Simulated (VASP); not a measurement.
# KF (Fm-3m) in VASP: a series of runs

KF is run at these levels: PBE; tasks: single point.

All numbers are computed with VASP 6.6.1; they aren't measurements. Logs are shortened: lines on timing, memory, paths and dates and some standing lists are left out, and cuts for length are marked.

### Step 1. The cell of the first run

The structure is cubic, space group Fm-3m (No. 225). Conventional cell: a = 5.318 Å, b = 5.318 Å, c = 5.318 Å, α = 90.00°, β = 90.00°, γ = 90.00°. Within 3.5 Å of K (site symmetry m-3m) lie 6 F at 2.66 Å. Within 3.5 Å of F (site symmetry m-3m) lie 6 K at 2.66 Å.

### Step 2. Single point, PBE

INCAR

```
SYSTEM = KF
PREC     = Accurate       ! precision mode
ENCUT    = 520            ! plane-wave cutoff, eV
EDIFF    = 1E-7           ! SCF threshold, eV
ISMEAR   = -1             ! smearing method
SIGMA    = 0.02           ! smearing width, eV
LREAL    = .FALSE.        ! projectors in reciprocal space
LASPH    = .TRUE.         ! aspherical terms in the spheres
NELM     = 80             ! most SCF steps
ALGO     = Normal         ! electronic algorithm
ISIF     = 2              ! what is computed and relaxed
LWAVE    = .FALSE.        ! write WAVECAR
LCHARG   = .FALSE.        ! write CHGCAR
GGA      = PE             ! functional
NBANDS   = 15             ! bands
```

KPOINTS

```
regular mesh
0
G
  8 8 8
  0 0 0
```

POSCAR

```
KF
1.0
    0.0000000000      2.6589605711      2.6589605711
    2.6589605711      0.0000000000      2.6589605711
    2.6589605711      2.6589605711      0.0000000000
K F
1 1
Direct
    0.0000000000      0.0000000000      0.0000000000
    0.5000000000      0.5000000000      0.5000000000
```

Potentials or basis: VASP PAW PBE potentials, release 64 (K_sv, F).

Command:

```console
$ cat potpaw_PBE.64/K_sv/POTCAR potpaw_PBE.64/F/POTCAR > POTCAR
$ mpirun -np 1 vasp_std > vasp.out
```

OUTCAR:

```text
SYSTEM = KF
   PREC = Accurate
   ENCUT = 520
   EDIFF = 1E-7
   ISMEAR = -1
   LREAL = .FALSE.
   LASPH = .TRUE.
   NELM = 80
   ISIF = 2
   GGA = PE

 ion  position               nearest neighbor table
   1  0.000  0.000  0.000-   2 2.66   2 2.66   2 2.66   2 2.66   2 2.66   2 2.66
   2  0.500  0.500  0.500-   1 2.66   1 2.66   1 2.66   1 2.66   1 2.66   1 2.66

  LATTYP: Found a face centered cubic cell.
 ALAT       =     5.3179211422

  Lattice vectors:

 A1 = (   0.0000000000,   2.6589605711,   2.6589605711)
 A2 = (   2.6589605711,   0.0000000000,   2.6589605711)
 A3 = (   2.6589605711,   2.6589605711,   0.0000000000)

Analysis of symmetry for initial positions (statically):
=====================================================================
 Subroutine PRICEL returns:
 Original cell was already a primitive cell.

 Routine SETGRP: Setting up the symmetry group for a
 face centered cubic supercell.

 Subroutine GETGRP returns: Found 48 space group operations
 (whereof 48 operations were pure point group operations)
 out of a pool of 48 trial point group operations.

The static configuration has the point symmetry O_h .

Analysis of symmetry for dynamics (positions and initial velocities):
=====================================================================
 Subroutine PRICEL returns:
 Original cell was already a primitive cell.

 Routine SETGRP: Setting up the symmetry group for a
 face centered cubic supercell.

 Subroutine GETGRP returns: Found 48 space group operations
 (whereof 48 operations were pure point group operations)
 out of a pool of 48 trial point group operations.

The dynamic configuration has the point symmetry O_h .

 Subroutine INISYM returns: Found 48 space group operations
 (whereof 48 operations are pure point group operations),
 and found     1 'primitive' translations

----------------------------------------------------------------------------------------

                                     Primitive cell

  volume of cell :      37.5981

  direct lattice vectors                    reciprocal lattice vectors
     0.000000000  2.658960571  2.658960571    -0.188043405  0.188043405  0.188043405
     2.658960571  0.000000000  2.658960571     0.188043405 -0.188043405  0.188043405
     2.658960571  2.658960571  0.000000000     0.188043405  0.188043405 -0.188043405

  length of vectors
     3.760338101  3.760338101  3.760338101     0.325700732  0.325700732  0.325700732

  position of ions in fractional coordinates (direct lattice)
     0.000000000  0.000000000  0.000000000
     0.500000000  0.500000000  0.500000000

  ion indices of the primitive-cell ions
   primitive index   ion index
                 1           1
                 2           2

----------------------------------------------------------------------------------------

 KPOINTS: regular mesh

Automatic generation of k-mesh.
 Grid dimensions read from file:
 generate k-points for:    8    8    8

 Generating k-lattice:

  Cartesian coordinates                     Fractional coordinates (reciprocal lattice)
    -0.023505426  0.023505426  0.023505426     0.125000000  0.000000000  0.000000000
     0.023505426 -0.023505426  0.023505426     0.000000000  0.125000000  0.000000000
     0.023505426  0.023505426 -0.023505426     0.000000000  0.000000000  0.125000000

  Length of vectors
     0.040712591  0.040712591  0.040712591

  Shift w.r.t. Gamma in fractional coordinates (k-lattice)
     0.000000000  0.000000000  0.000000000

 Subroutine IBZKPT returns following result:
 ===========================================

 Found     29 irreducible k-points:

 Following reciprocal coordinates:
            Coordinates               Weight
  0.000000  0.000000  0.000000      1.000000
  0.125000  0.000000  0.000000      8.000000
  0.250000  0.000000  0.000000      8.000000
  0.375000  0.000000  0.000000      8.000000
  0.500000  0.000000  0.000000      4.000000
  0.125000  0.125000  0.000000      6.000000
[... 16 lines left out ...]
  0.500000  0.250000  0.125000     48.000000
 -0.375000  0.250000  0.125000     24.000000
 [... further k-points ...]
   k-points           NKPTS =     29   k-points in BZ     NKDIM =     29   number of bands    NBANDS=     15
   number of dos      NEDOS =    301   number of ions     NIONS =      2
   total plane-waves  NPLWV =  21952
   dimension x,y,z NGX =    28 NGY =   28 NGZ =   28
   dimension x,y,z NGXF=    56 NGYF=   56 NGZF=   56
   ions per type =               1   1
   NGX,Y,Z   is equivalent  to a cutoff of  12.38, 12.38, 12.38 a.u.
   NGXF,Y,Z  is equivalent  to a cutoff of  24.76, 24.76, 24.76 a.u.
 SYSTEM =  KF
   PREC   = accura    normal or accurate (medium, high low for compatibility)
   ISTART =      0    job   : 0-new  1-cont  2-samecut
   ICHARG =      2    charge: 1-file 2-atom 10-const
   ISPIN  =      1    spin polarized calculation?
   LNONCOLLINEAR =      F non collinear calculations
   LSORBIT =      F    spin-orbit coupling
   LASPH  =      T    aspherical Exc in radial PAW
   ENCUT  =  520.0 eV  38.22 Ry    6.18 a.u.   6.99  6.99  6.99*2*pi/ulx,y,z
   NELM   =     80;   NELMIN=  2; NELMDL= -5     # of ELM steps
   EDIFF  = 0.1E-06   stopping-criterion for ELM
   LREAL  =      F    real-space projection
   EDIFFG = 0.1E-05   stopping-criterion for IOM
   NSW    =      0    number of steps for IOM
   IBRION =     -1    ionic relax: 0-MD 1-quasi-New 2-CG
   NFREE  =      0    steps in history (QN), initial steepest desc. (CG)
   ISIF   =      2    stress and relaxation
   ISYM   =      2    0-nonsym 1-usesym 2-fastsym
   POTIM  = 0.5000    time-step for ionic-motion
   TEBEG  =    0.0;   TEEND  =   0.0 temperature during run
   PSTRESS=    0.0 pullay stress
   NELECT =      16.0000    total number of electrons
   NUPDOWN=      -1.0000    fix difference up-down
   EMIN   =  10.00;   EMAX   =-10.00  energy-range for DOS
   EFERMI =   0.00;   METHOD = LEGACY
   ISMEAR =    -1;   SIGMA  =   0.02  broadening in eV -4-tet -1-fermi 0-gaus
   EFERMI_NEDOS =   21; number of points for ismear=-14 and -15
   IALGO  =     38    algorithm
   IMIX   =      4    mixing-type and parameters
     AMIX     =   0.40;   BMIX     =  1.00
     AMIX_MAG =   1.60;   BMIX_MAG =  1.00
  volume/ion in A,a.u.               =      18.80       126.86
  Fermi-wavevector in a.u.,A,eV,Ry     =   1.231382  2.326975 20.630548  1.516303
  Thomas-Fermi vector in A             =   2.366194
   LORBIT       =      0    0 simple, 1 ext, 2 COOP (PROOUT), +10 PAW based schemes
   GGA     = PE    functional components
   LHFCALC =     F    Hartree Fock is set to
   AEXX    =    0.0000 exact exchange contribution
   IVDW    =     0    specifies the selected vdW correction
   LEPSILON=     F    determine dielectric tensor
   LRPA    =     F    only Hartree local field effects (RPA)
 non-spin polarized calculation
  energy-cutoff  :      520.00
  volume of cell :       37.60
 maximum number of plane-waves:      1036
   NGX = 13   NGY = 13   NGZ = 13

 number of electron      16.0000010 magnetization

 Free energy of the ion-electron system (eV)
  ---------------------------------------------------
  ext. energy  EPLUGINS =         0.00000000
  ---------------------------------------------------
  free energy    TOTEN  =        -8.28359285 eV

  energy without entropy =       -8.28359285  energy(sigma->0) =       -8.28359285

 E-fermi :  -2.3216     XC(G=0):  -8.4698

 val. band max:       -2.7652746541   @ k =   0.0000   0.0000   0.0000
 cond. band min:       3.4771609421   @ k =   0.0000   0.0000   0.0000
 fundamental gap:      6.2424355963
 Fermi energy:        -2.3215717284

 k-point     1 :       0.0000    0.0000    0.0000
  band No.  band energies     occupation
      1     -28.8628      2.00000
      2     -21.4291      2.00000
      3     -12.1024      2.00000
      4     -12.1024      2.00000
      5     -12.1024      2.00000
      6      -2.7653      2.00000
      7      -2.7653      2.00000
      8      -2.7653      2.00000
      9       3.4772      0.00000
     10       7.9543      0.00000
     11       7.9543      0.00000
     12       7.9543      0.00000
     13       9.6455      0.00000
     14       9.6455      0.00000
     15      14.2713      0.00000

 k-point     2 :       0.1250    0.0000    0.0000
  band No.  band energies     occupation
      1     -28.8482      2.00000
      2     -21.4432      2.00000
      3     -12.1445      2.00000
      4     -12.1080      2.00000
      5     -12.1080      2.00000
      6      -2.9082      2.00000
      7      -2.8198      2.00000
      8      -2.8198      2.00000
      9       3.9156      0.00000
     10       7.7065      0.00000
     11       8.1673      0.00000
     12       8.1673      0.00000
     13       9.7938      0.00000
     14       9.7938      0.00000
     15      15.0300      0.00000

 k-point     3 :       0.2500    0.0000    0.0000
  band No.  band energies     occupation
      1     -28.8125      2.00000
      2     -21.4768      2.00000
      3     -12.2451      2.00000
      4     -12.1214      2.00000
      5     -12.1214      2.00000
      6      -3.2114      2.00000
      7      -2.9485      2.00000
      8      -2.9485      2.00000
      9       5.0050      0.00000
     10       7.3710      0.00000
     11       8.6949      0.00000
     12       8.6949      0.00000
     13      10.2520      0.00000
     14      10.2520      0.00000
     15      16.0403      0.00000
[... 343 lines left out ...]
 k-point    23 :       0.5000    0.2500    0.1250
  band No.  band energies     occupation
      1     -28.7604      2.00000
      2     -21.4949      2.00000
      3     -12.3890      2.00000
      4     -12.3109      2.00000
      5     -12.1695      2.00000
      6      -3.3382      2.00000
      7      -3.0721      2.00000
      8      -2.9257      2.00000
      9       6.5226      0.00000
     10       6.9490      0.00000
     11       9.0555      0.00000
     12       9.8747      0.00000
     13      10.8283      0.00000
     14      11.8036      0.00000
     15      13.6211      0.00000

 k-point    24 :      -0.3750    0.2500    0.1250
  band No.  band energies     occupation
      1     -28.7488      2.00000
      2     -21.5005      2.00000
      3     -12.4349      2.00000
      4     -12.3282      2.00000
      5     -12.1773      2.00000
      6      -3.3448      2.00000
      7      -3.0505      2.00000
      8      -3.0245      2.00000
      9       6.6916      0.00000
     10       7.3984      0.00000
     11       8.9938      0.00000
     12      10.0306      0.00000
     13      11.3038      0.00000
     14      12.3776      0.00000
     15      12.6571      0.00000

 [... further k-points ...]

------------------------ aborting loop because EDIFF is reached ----------------------------------------

  FORCE on cell =-STRESS in cart. coord.  units (eV):
  Direction    XX          YY          ZZ          XY          YZ          ZX
  --------------------------------------------------------------------------------------
  -------------------------------------------------------------------------------------
  Total        0.4611753      0.4611753      0.4611753      0.0000000      0.0000000     -0.0000000
  in kB       19.6521905     19.6521905     19.6521905      0.0000000      0.0000000     -0.0000000
  external PRESSURE =      19.6521905 kB  Pullay stress =       0.0000000 kB

 VOLUME and BASIS-vectors are now :
 -----------------------------------------------------------------------------
  energy-cutoff  :      520.00
  volume of cell :       37.60
      direct lattice vectors                 reciprocal lattice vectors
     0.000000000  2.658960571  2.658960571    -0.188043405  0.188043405  0.188043405
     2.658960571  0.000000000  2.658960571     0.188043405 -0.188043405  0.188043405
     2.658960571  2.658960571  0.000000000     0.188043405  0.188043405 -0.188043405

 POSITION                                       TOTAL-FORCE (eV/Angst)
 -----------------------------------------------------------------------------------
      0.00000      0.00000      0.00000         0.000000      0.000000      0.000000
      2.65896      2.65896      2.65896        -0.000000     -0.000000     -0.000000
 -----------------------------------------------------------------------------------
    total drift:                                0.000000      0.000000      0.000000

  FREE ENERGIE OF THE ION-ELECTRON SYSTEM (eV)
  ---------------------------------------------------
  free  energy   TOTEN  =        -8.2835928535 eV

  energy  without entropy=       -8.2835928535  energy(sigma->0) =       -8.28359285
```

It took 24 s on 1 thread of AMD EPYC 7R13, shared host; peak memory 0.13 GiB.

Results:

```
Free energy            : -8.2836 eV
Pressure               : 2.0 GPa
Band gap on the k mesh : 6.24 eV
```

Levels at points of the mesh, in eV from the valence-band top:
```
           k point  band 6  band 7  band 8  band 9  band 10  band 11
(0.00, 0.00, 0.00)    0.00    0.00    0.00    6.24    10.72    10.72
(0.50, 0.00, 0.00)   -0.81   -0.36   -0.36    9.13    10.71    12.14
(0.50, 0.50, 0.00)   -0.21   -0.05   -0.05    8.21    10.38    11.93
```

A k mesh can miss the band edges.

### Step 3. Single point, PBE (strain +3.0%)

INCAR

```
SYSTEM = KF
PREC = Accurate
ENCUT = 520
EDIFF = 1E-6
ISMEAR = -1
SIGMA = 0.02
LREAL = .False.
LASPH = .True.
NELM = 80
ALGO = Normal
ISIF = 2
LWAVE = .False.
LCHARG = .True.
GGA = PE
LELF = .True.
LVHAR = .True.
NBANDS = 15
```

KPOINTS

```
regular mesh
0
Gamma
  8 8 8
  0 0 0
```

POSCAR

```
KF
1.0
    0.0000000000      2.7387293882      2.7387293882
    2.7387293882      0.0000000000      2.7387293882
    2.7387293882      2.7387293882      0.0000000000
K F
1 1
Direct
    0.0000000000      0.0000000000      0.0000000000
    0.5000000000      0.5000000000      0.5000000000
```

Potentials or basis: VASP PAW PBE potentials, release 64 (K_sv, F).

Command:

```console
$ cat potpaw_PBE.64/K_sv/POTCAR potpaw_PBE.64/F/POTCAR > POTCAR
$ mpirun -np 1 vasp_std > vasp.out
```

OUTCAR:

```text
SYSTEM = KF
   PREC = Accurate
   ENCUT = 520
   EDIFF = 1E-6
   ISMEAR = -1
   LREAL = .False.
   LASPH = .True.
   NELM = 80
   ISIF = 2
   GGA = PE

 ion  position               nearest neighbor table
   1  0.000  0.000  0.000-   2 2.74   2 2.74   2 2.74   2 2.74   2 2.74   2 2.74
   2  0.500  0.500  0.500-   1 2.74   1 2.74   1 2.74   1 2.74   1 2.74   1 2.74

  LATTYP: Found a face centered cubic cell.
 ALAT       =     5.4774587764

  Lattice vectors:

 A1 = (   0.0000000000,   2.7387293882,   2.7387293882)
 A2 = (   2.7387293882,   0.0000000000,   2.7387293882)
 A3 = (   2.7387293882,   2.7387293882,   0.0000000000)

Analysis of symmetry for initial positions (statically):
=====================================================================
 Subroutine PRICEL returns:
 Original cell was already a primitive cell.

 Routine SETGRP: Setting up the symmetry group for a
 face centered cubic supercell.

 Subroutine GETGRP returns: Found 48 space group operations
 (whereof 48 operations were pure point group operations)
 out of a pool of 48 trial point group operations.

The static configuration has the point symmetry O_h .

[... 174 lines left out ...]
      6      -2.9891      2.00000
      7      -2.9891      2.00000
      8      -2.9891      2.00000
      9       2.8042      0.00000
     10       7.4775      0.00000
     11       7.4775      0.00000
     12       7.4775      0.00000
     13       9.0535      0.00000
     14       9.0535      0.00000
[... 401 lines left out ...]
      2     -21.6445      2.00000
      3     -12.9008      2.00000
      4     -12.8101      2.00000
      5     -12.7016      2.00000
      6      -3.5084      2.00000
      7      -3.2343      2.00000
      8      -3.2247      2.00000
      9       6.1093      0.00000
     10       6.7354      0.00000
     11       8.2756      0.00000
     12       9.3378      0.00000
     13      10.4962      0.00000
     14      11.4416      0.00000
     15      11.5380      0.00000

 [... further k-points ...]

------------------------ aborting loop because EDIFF is reached ----------------------------------------

  FORCE on cell =-STRESS in cart. coord.  units (eV):
  Direction    XX          YY          ZZ          XY          YZ          ZX
  --------------------------------------------------------------------------------------
  -------------------------------------------------------------------------------------
  Total       -0.2166164     -0.2166164     -0.2166164      0.0000000      0.0000000      0.0000000
  in kB       -8.4474275     -8.4474275     -8.4474275      0.0000000      0.0000000      0.0000000
  external PRESSURE =      -8.4474275 kB  Pullay stress =       0.0000000 kB

 VOLUME and BASIS-vectors are now :
 -----------------------------------------------------------------------------
  energy-cutoff  :      520.00
  volume of cell :       41.08
      direct lattice vectors                 reciprocal lattice vectors
     0.000000000  2.738729388  2.738729388    -0.182566413  0.182566413  0.182566413
     2.738729388  0.000000000  2.738729388     0.182566413 -0.182566413  0.182566413
     2.738729388  2.738729388  0.000000000     0.182566413  0.182566413 -0.182566413

 POSITION                                       TOTAL-FORCE (eV/Angst)
 -----------------------------------------------------------------------------------
      0.00000      0.00000      0.00000        -0.000000     -0.000000     -0.000000
      2.73873      2.73873      2.73873         0.000000      0.000000      0.000000
 -----------------------------------------------------------------------------------
    total drift:                                0.000000      0.000000      0.000000

  FREE ENERGIE OF THE ION-ELECTRON SYSTEM (eV)
  ---------------------------------------------------
  free  energy   TOTEN  =        -8.2973887868 eV

  energy  without entropy=       -8.2973887868  energy(sigma->0) =       -8.29738879
```

stdout:

```text
POSCAR found type information on POSCAR K F
 POSCAR found :  2 types and       2 ions
 scaLAPACK will be used
 LDA part: xc-table for (Slater+PW92), standard interpolation
 POSCAR, INCAR and KPOINTS ok, starting setup
 FFT: planning ... GRIDC
 FFT: planning ... GRID_SOFT
 FFT: planning ... GRID
 WAVECAR not read
 entering main loop
```

Run time: 28 s. Hardware: 1 thread of AMD EPYC 7R13, shared host; peak memory 0.14 GiB.

Results:

| Quantity | Value |
| --- | --- |
| Free energy | -8.2974 eV |
| Pressure | -0.8 GPa |
| Band gap on the k mesh | 5.79 eV |

Caveat: the cell differs from its parent crystal (strain +3.0%). A k mesh can miss the band edges.
